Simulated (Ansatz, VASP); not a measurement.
**Two plane-wave programs on BaTe**

```
Ba Te
1.0
     4.47559    0.00000    0.00000
     0.00000    4.47559    0.00000
     0.00000    0.00000    4.26247
Ba Te
1 1
Cartesian
  0.0000 0.0000 0.0000
  2.2378 2.2378 2.1312
```

Change from the starting cell: strain +0.050 along x and y, +0.000 along z, atoms carried along.

Alike in both runs: task single point; functional LDA; k mesh 6 × 6 × 6; occupations gaussian, width 0.05 eV; no spin polarisation.

|  | VASP | Ansatz |
| --- | --- | --- |
| version | VASP 6.6.1 | Ansatz 0.2.0 |
| potentials or method | VASP PAW LDA potentials, release 64 (Ba_sv, Te), cutoff 520 eV | scalar-relativistic, plane waves, PAW |
| valence electrons in the cell | 16 | 26 |

|  | VASP | Ansatz | Ansatz less VASP |
| --- | --- | --- | --- |
| gap on the k mesh at the Fermi level (eV) | 0.51 | 0.59 | +0.076 |
| least direct gap on the mesh (eV) | 0.51 | 0.59 | +0.076 |
| pressure (GPa) | -4.9 | -5.2 | -0.32 |
| traceless stress, the component that is largest in VASP (GPa) | 2.09 | 2.08 | -0.003 |

LDA's correlation is that of Perdew and Zunger in VASP and of Perdew and Wang (1992) in Ansatz. VASP's potentials hold 16 valence electrons a cell and Ansatz's 26, so a difference there can come from the potentials and not from the codes.

Spin-orbit coupling is off throughout.
